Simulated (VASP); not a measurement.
# W (Fd-3m) in VASP: notebook

W is run at these levels: RPBE; tasks: single point.

Everything below comes from runs of VASP 6.6.1. Logs are shortened: lines on timing, memory, paths and dates and some standing lists are left out, and cuts for length are marked.

### 1 The cell of the first run

Symmetry: Fd-3m, No. 227, cubic system. Conventional cell: a = 5.788 Å, b = 5.788 Å, c = 5.788 Å, α = 90.00°, β = 90.00°, γ = 90.00°. W (site symmetry -43m) has 4 W at 2.51 Å within 3.3 Å.

This isn't the form of W at room conditions, which is bcc.

### 2 Single point, RPBE (24.24 Å³/atom)

Input file INCAR:

```
SYSTEM = W
ALGO = Normal
EDIFF = 1E-6
ENCUT = 520
GGA = RP
ISIF = 2
ISMEAR = -1
LASPH = .TRUE.
LCHARG = .FALSE.
LREAL = .FALSE.
LWAVE = .FALSE.
NBANDS = 21
NELM = 80
PREC = Accurate
SIGMA = 0.1
```

Input file KPOINTS:

```
k-points
0
G
  11 11 11
  0 0 0
```

Input file POSCAR:

```
W
1.0
    0.0000000000      2.8941586844      2.8941586844
    2.8941586844      0.0000000000      2.8941586844
    2.8941586844      2.8941586844      0.0000000000
W
2
Direct
    0.1250000000      0.1250000000      0.1250000000
    0.8750000000      0.8750000000      0.8750000000
```

Potentials or basis: VASP PAW PBE potentials, release 64 (W_sv).

Command:

```
$ cat potpaw_PBE.64/W_sv/POTCAR > POTCAR
$ mpirun -np 1 vasp_std > vasp.out
```

OUTCAR:

```text
SYSTEM = W
   EDIFF = 1E-6
   ENCUT = 520
   GGA = RP
   ISIF = 2
   ISMEAR = -1
   LASPH = .TRUE.
   LREAL = .FALSE.
   NELM = 80
   PREC = Accurate

 ion  position               nearest neighbor table
   1  0.125  0.125  0.125-   2 2.51   2 2.51   2 2.51   2 2.51
   2  0.875  0.875  0.875-   1 2.51   1 2.51   1 2.51   1 2.51

  LATTYP: Found a face centered cubic cell.
 ALAT       =     5.7883173688

  Lattice vectors:

 A1 = (   0.0000000000,   2.8941586844,   2.8941586844)
 A2 = (   2.8941586844,   0.0000000000,   2.8941586844)
 A3 = (   2.8941586844,   2.8941586844,   0.0000000000)

Analysis of symmetry for initial positions (statically):
=====================================================================
 Subroutine PRICEL returns:
 Original cell was already a primitive cell.

 Routine SETGRP: Setting up the symmetry group for a
 face centered cubic supercell.

 Subroutine GETGRP returns: Found 48 space group operations
 (whereof 12 operations were pure point group operations)
 out of a pool of 48 trial point group operations.

The static configuration has the point symmetry D_3d.
 The point group associated with its full space group is O_h .

Analysis of symmetry for dynamics (positions and initial velocities):
=====================================================================
 Subroutine PRICEL returns:
 Original cell was already a primitive cell.

 Routine SETGRP: Setting up the symmetry group for a
 face centered cubic supercell.

 Subroutine GETGRP returns: Found 48 space group operations
 (whereof 12 operations were pure point group operations)
 out of a pool of 48 trial point group operations.

The dynamic configuration has the point symmetry D_3d.
 The point group associated with its full space group is O_h .

 Subroutine INISYM returns: Found 48 space group operations
 (whereof 12 operations are pure point group operations),
 and found     1 'primitive' translations

----------------------------------------------------------------------------------------

                                     Primitive cell

  volume of cell :      48.4838

  direct lattice vectors                    reciprocal lattice vectors
     0.000000000  2.894158684  2.894158684    -0.172761778  0.172761778  0.172761778
     2.894158684  0.000000000  2.894158684     0.172761778 -0.172761778  0.172761778
     2.894158684  2.894158684  0.000000000     0.172761778  0.172761778 -0.172761778

  length of vectors
     4.092958463  4.092958463  4.092958463     0.299232177  0.299232177  0.299232177

  position of ions in fractional coordinates (direct lattice)
     0.125000000  0.125000000  0.125000000
     0.875000000  0.875000000  0.875000000

  ion indices of the primitive-cell ions
   primitive index   ion index
                 1           1
                 2           2

----------------------------------------------------------------------------------------

 KPOINTS: k-points

Automatic generation of k-mesh.
 Grid dimensions read from file:
 generate k-points for:   11   11   11

 Generating k-lattice:

  Cartesian coordinates                     Fractional coordinates (reciprocal lattice)
    -0.015705616  0.015705616  0.015705616     0.090909091  0.000000000  0.000000000
     0.015705616 -0.015705616  0.015705616     0.000000000  0.090909091  0.000000000
     0.015705616  0.015705616 -0.015705616     0.000000000  0.000000000  0.090909091

  Length of vectors
     0.027202925  0.027202925  0.027202925

  Shift w.r.t. Gamma in fractional coordinates (k-lattice)
     0.000000000  0.000000000  0.000000000

 Subroutine IBZKPT returns following result:
 ===========================================

 Found     56 irreducible k-points:

 Following reciprocal coordinates:
            Coordinates               Weight
  0.000000  0.000000  0.000000      1.000000
  0.090909  0.000000  0.000000      8.000000
  0.181818  0.000000  0.000000      8.000000
  0.272727  0.000000  0.000000      8.000000
  0.363636  0.000000  0.000000      8.000000
  0.454545  0.000000  0.000000      8.000000
[... 16 lines left out ...]
 -0.272727  0.181818  0.000000     24.000000
 -0.181818  0.181818  0.000000     12.000000
 [... further k-points ...]
   k-points           NKPTS =     56   k-points in BZ     NKDIM =     56   number of bands    NBANDS=     21
   number of dos      NEDOS =    301   number of ions     NIONS =      2
   total plane-waves  NPLWV =  27000
   dimension x,y,z NGX =    30 NGY =   30 NGZ =   30
   dimension x,y,z NGXF=    60 NGYF=   60 NGZF=   60
   ions per type =               2
   NGX,Y,Z   is equivalent  to a cutoff of  12.19, 12.19, 12.19 a.u.
   NGXF,Y,Z  is equivalent  to a cutoff of  24.37, 24.37, 24.37 a.u.
 SYSTEM =  W
   PREC   = accura    normal or accurate (medium, high low for compatibility)
   ISTART =      0    job   : 0-new  1-cont  2-samecut
   ICHARG =      2    charge: 1-file 2-atom 10-const
   ISPIN  =      1    spin polarized calculation?
   LNONCOLLINEAR =      F non collinear calculations
   LSORBIT =      F    spin-orbit coupling
   LASPH  =      T    aspherical Exc in radial PAW
   ENCUT  =  520.0 eV  38.22 Ry    6.18 a.u.   7.61  7.61  7.61*2*pi/ulx,y,z
   NELM   =     80;   NELMIN=  2; NELMDL= -5     # of ELM steps
   EDIFF  = 0.1E-05   stopping-criterion for ELM
   LREAL  =      F    real-space projection
   EDIFFG = 0.1E-04   stopping-criterion for IOM
   NSW    =      0    number of steps for IOM
   IBRION =     -1    ionic relax: 0-MD 1-quasi-New 2-CG
   NFREE  =      0    steps in history (QN), initial steepest desc. (CG)
   ISIF   =      2    stress and relaxation
   ISYM   =      2    0-nonsym 1-usesym 2-fastsym
   POTIM  = 0.5000    time-step for ionic-motion
   TEBEG  =    0.0;   TEEND  =   0.0 temperature during run
   PSTRESS=    0.0 pullay stress
   NELECT =      28.0000    total number of electrons
   NUPDOWN=      -1.0000    fix difference up-down
   EMIN   =  10.00;   EMAX   =-10.00  energy-range for DOS
   EFERMI =   0.00;   METHOD = LEGACY
   ISMEAR =    -1;   SIGMA  =   0.10  broadening in eV -4-tet -1-fermi 0-gaus
   EFERMI_NEDOS =   21; number of points for ismear=-14 and -15
   IALGO  =     38    algorithm
   IMIX   =      4    mixing-type and parameters
     AMIX     =   0.40;   BMIX     =  1.00
     AMIX_MAG =   1.60;   BMIX_MAG =  1.00
  volume/ion in A,a.u.               =      24.24       163.59
  Fermi-wavevector in a.u.,A,eV,Ry     =   1.363312  2.576286 25.288045  1.858619
  Thomas-Fermi vector in A             =   2.489726
   LORBIT       =      0    0 simple, 1 ext, 2 COOP (PROOUT), +10 PAW based schemes
   GGA     = RP    functional components
   LHFCALC =     F    Hartree Fock is set to
   AEXX    =    0.0000 exact exchange contribution
   IVDW    =     0    specifies the selected vdW correction
   LEPSILON=     F    determine dielectric tensor
   LRPA    =     F    only Hartree local field effects (RPA)
 non-spin polarized calculation
  energy-cutoff  :      520.00
  volume of cell :       48.48
 maximum number of plane-waves:      1321
   NGX = 15   NGY = 15   NGZ = 15

 number of electron      27.9999994 magnetization

 Free energy of the ion-electron system (eV)
  ---------------------------------------------------
  ext. energy  EPLUGINS =         0.00000000
  ---------------------------------------------------
  free energy    TOTEN  =       -19.60908147 eV

  energy without entropy =      -19.51758821  energy(sigma->0) =      -19.56333484

 E-fermi :   5.5171     XC(G=0): -10.8008

 val. band max:        5.5144266054   @ k =  -0.2727   0.1818   0.0000
 cond. band min:       5.5325921994   @ k =   0.3636   0.2727   0.0909
 fundamental gap:      0.0181655940
 Fermi energy:         5.5170902406

 k-point     1 :       0.0000    0.0000    0.0000
  band No.  band energies     occupation
      1     -67.6317      2.00000
      2     -67.2911      2.00000
      3     -32.2436      2.00000
      4     -32.2436      2.00000
      5     -32.2436      2.00000
      6     -31.2832      2.00000
[... 13 lines left out ...]
     20      16.2899      0.00000
     21      16.4907      0.00000

 k-point     2 :       0.0909    0.0000    0.0000
  band No.  band energies     occupation
      1     -67.6266      2.00000
      2     -67.2964      2.00000
      3     -32.2528      2.00000
      4     -32.2528      2.00000
      5     -32.2422      2.00000
      6     -31.2855      2.00000
[... 13 lines left out ...]
     20      15.9495      0.00000
     21      16.7207      0.00000

 k-point     3 :       0.1818    0.0000    0.0000
  band No.  band energies     occupation
      1     -67.6121      2.00000
      2     -67.3113      2.00000
      3     -32.2767      2.00000
      4     -32.2767      2.00000
      5     -32.2386      2.00000
      6     -31.2913      2.00000
[... 13 lines left out ...]
     20      15.4843      0.00000
     21      15.7435      0.00000

 k-point     4 :       0.2727    0.0000    0.0000
  band No.  band energies     occupation
      1     -67.5907      2.00000
      2     -67.3333      2.00000
      3     -32.3062      2.00000
      4     -32.3062      2.00000
      5     -32.2345      2.00000
      6     -31.2983      2.00000
[... 13 lines left out ...]
     20      13.4704      0.00000
     21      15.3995      0.00000

 k-point     5 :       0.3636    0.0000    0.0000
  band No.  band energies     occupation
      1     -67.5670      2.00000
      2     -67.3573      2.00000
      3     -32.3320      2.00000
      4     -32.3320      2.00000
      5     -32.2312      2.00000
      6     -31.3040      2.00000
[... 13 lines left out ...]
     20      11.6338      0.00000
     21      15.3399      0.00000
[... 382 lines left out ...]
     20      10.4999      0.00000
     21      13.7126      0.00000

 k-point    22 :      -0.3636    0.1818    0.0000
  band No.  band energies     occupation
      1     -67.5376      2.00000
      2     -67.3872      2.00000
      3     -32.4327      2.00000
      4     -32.3613      2.00000
      5     -32.0954      2.00000
      6     -31.4398      2.00000
[... 13 lines left out ...]
     20      10.9130      0.00000
     21      13.6186      0.00000

 k-point    23 :      -0.2727    0.1818    0.0000
  band No.  band energies     occupation
      1     -67.5591      2.00000
      2     -67.3655      2.00000
      3     -32.4115      2.00000
      4     -32.3343      2.00000
      5     -32.1295      2.00000
      6     -31.4044      2.00000
[... 13 lines left out ...]
     20      12.2276      0.00000
     21      13.8409      0.00000

 k-point    24 :      -0.1818    0.1818    0.0000
  band No.  band energies     occupation
      1     -67.5825      2.00000
      2     -67.3416      2.00000
      3     -32.3719      2.00000
      4     -32.3050      2.00000
      5     -32.1719      2.00000
      6     -31.3608      2.00000
[... 13 lines left out ...]
     20      13.9099      0.00000
     21      14.5152      0.00000

 [... further k-points ...]

------------------------ aborting loop because EDIFF is reached ----------------------------------------

  FORCE on cell =-STRESS in cart. coord.  units (eV):
  Direction    XX          YY          ZZ          XY          YZ          ZX
  --------------------------------------------------------------------------------------
  -------------------------------------------------------------------------------------
  Total        1.6900470      1.6900470      1.6900470      0.0000000      0.0000000     -0.0000000
  in kB       55.8486079     55.8486079     55.8486079      0.0000000      0.0000000     -0.0000000
  external PRESSURE =      55.8486079 kB  Pullay stress =       0.0000000 kB

 VOLUME and BASIS-vectors are now :
 -----------------------------------------------------------------------------
  energy-cutoff  :      520.00
  volume of cell :       48.48
      direct lattice vectors                 reciprocal lattice vectors
     0.000000000  2.894158684  2.894158684    -0.172761778  0.172761778  0.172761778
     2.894158684  0.000000000  2.894158684     0.172761778 -0.172761778  0.172761778
     2.894158684  2.894158684  0.000000000     0.172761778  0.172761778 -0.172761778

 POSITION                                       TOTAL-FORCE (eV/Angst)
 -----------------------------------------------------------------------------------
      0.72354      0.72354      0.72354        -0.000000     -0.000000     -0.000000
      5.06478      5.06478      5.06478         0.000000      0.000000      0.000000
 -----------------------------------------------------------------------------------
    total drift:                               -0.000000      0.000000      0.000000

  FREE ENERGIE OF THE ION-ELECTRON SYSTEM (eV)
  ---------------------------------------------------
  free  energy   TOTEN  =       -19.6090814703 eV

  energy  without entropy=      -19.5175882124  energy(sigma->0) =      -19.56333484
```

Run time: 71 s. Hardware: 1 thread of Intel Xeon 8259CL, shared host; peak memory 0.19 GiB.

Results:

| Quantity | Value |
| --- | --- |
| Free energy | -19.6091 eV |
| Pressure | 5.6 GPa |
| Band gap on the k mesh | zero (bands 14 and 15 overlap by 0.99 eV) |

Levels at points of the mesh, in eV from the Fermi level:
```
           k point  band 10  band 11  band 12  band 13  band 14  band 15  band 16  band 17  band 18  band 19
(0.00, 0.00, 0.00)    -1.91    -1.91    -1.11    -1.11    -1.11     1.58     1.58     1.58     5.41     5.41
```

Caveat: the cell stands under pressure; the PAW data sets were made with another functional, which shifts forces and pressure a little; spin-orbit coupling is left out, which moves the levels of the heavy elements.

### 3 Single point, RPBE (25.25 Å³/atom)

This run uses another cell than the first one, of 25.25 Å³/atom.

Input file INCAR:

```
SYSTEM = W
ALGO     = Normal         ! electronic algorithm
EDIFF    = 1E-7           ! SCF threshold, eV
ENCUT    = 520            ! plane-wave cutoff, eV
GGA      = RP             ! functional
ISIF     = 2              ! what is computed and relaxed
ISMEAR   = -1             ! smearing method
LASPH    = .True.         ! aspherical terms in the spheres
LCHARG   = .False.        ! write CHGCAR
LREAL    = .False.        ! projectors in reciprocal space
LWAVE    = .False.        ! write WAVECAR
NBANDS   = 21             ! bands
NELM     = 80             ! most SCF steps
PREC     = Accurate       ! precision mode
SIGMA    = 0.1            ! smearing width, eV
```

Input file KPOINTS:

```
k-points
0
Gamma
  11 11 11
  0 0 0
```

Input file POSCAR:

```
W
1.0
    0.0000000000      2.9338096209      2.9338096209
    2.9338096209      0.0000000000      2.9338096209
    2.9338096209      2.9338096209      0.0000000000
W
2
Direct
    0.1250000000      0.1250000000      0.1250000000
    0.8750000000      0.8750000000      0.8750000000
```

Potentials or basis: VASP PAW PBE potentials, release 64 (W_sv).

Command:

```
$ cat potpaw_PBE.64/W_sv/POTCAR > POTCAR
$ mpirun -np 1 vasp_std > vasp.out
```

Wall time 65 s (1 thread of Intel Xeon 8259CL, shared host); peak memory 0.2 GiB.

Results (log left out):

```yaml
Free_energy: -19.6467 eV
Pressure: 0.4 GPa
Band_gap_on_the_k_mesh: zero (bands 14 and 15 overlap by 1.00 eV)
```

Levels at points of the mesh, in eV from the Fermi level:
```csv
k point,band 10,band 11,band 12,band 13,band 14,band 15,band 16,band 17,band 18,band 19
"(0.00, 0.00, 0.00)",-1.76,-1.76,-1.06,-1.06,-1.06,1.53,1.53,1.53,5.16,5.16
```

Caveat: the PAW data sets were made with another functional, which shifts forces and pressure a little; spin-orbit coupling is left out, which moves the levels of the heavy elements.

### 4 Single point, RPBE (26.26 Å³/atom)

This run uses another cell than the first one, of 26.26 Å³/atom.

Input file INCAR:

```
ALGO = Normal
EDIFF = 1E-6
ENCUT = 520
GGA = RP
ISIF = 2
ISMEAR = -1
LASPH = True
LCHARG = False
LREAL = False
LWAVE = False
NBANDS = 21
NELM = 100
PREC = Accurate
SIGMA = 0.1
```

Input file KPOINTS:

```
k-points
0
Gamma
  11 11 11
```

Input file POSCAR:

```
W
1.0
    0.0000000000      2.9724168065      2.9724168065
    2.9724168065      0.0000000000      2.9724168065
    2.9724168065      2.9724168065      0.0000000000
W
2
Direct
    0.1250000000      0.1250000000      0.1250000000
    0.8750000000      0.8750000000      0.8750000000
```

Command:

```
$ cat potpaw_PBE.64/W_sv/POTCAR > POTCAR
$ mpirun -np 1 vasp_std > vasp.out
```

It took 56 s on 1 thread of Intel Xeon 8259CL, shared host; peak memory 0.2 GiB.

It converged, with:

```yaml
Free_energy: -19.6248 eV
Pressure: -3.9 GPa
Band_gap_on_the_k_mesh: zero (bands 14 and 15 overlap by 1.00 eV)
```

Levels at points of the mesh, in eV from the Fermi level:
| k point | band 12 | band 13 | band 14 | band 15 | band 16 | band 17 |
| --- | --- | --- | --- | --- | --- | --- |
| (0.00, 0.00, 0.00) | -1.02 | -1.02 | -1.02 | 1.49 | 1.49 | 1.49 |

Caveat: the cell stands under tension; the PAW data sets were made with another functional, which shifts forces and pressure a little; spin-orbit coupling is left out, which moves the levels of the heavy elements.

### 5 The runs side by side

| cell | gap on the mesh (eV) | pressure (GPa) |
| --- | --- | --- |
| a = 4.093 Å, angles 60.0°, 2 atoms | none | 5.6 |
| a = 4.149 Å, angles 60.0°, 2 atoms | none | 0.4 |
| a = 4.204 Å, angles 60.0°, 2 atoms | none | -3.9 |

Alike in all rows: task single point; level RPBE; potentials or basis VASP PAW PBE potentials, release 64 (W_sv); no spin polarisation; k mesh 11 × 11 × 11; cutoff (eV) 520; smearing fermi-dirac 0.1 eV.

Caveats: the PAW data sets were made with another functional, which shifts forces and pressure a little; spin-orbit coupling is left out, which moves the levels of the heavy elements; the cell stands under pressure (at least some runs); the cell stands under tension (at least some runs).

Total energies depend on the potentials used, so only differences within one code and one set of settings carry meaning.
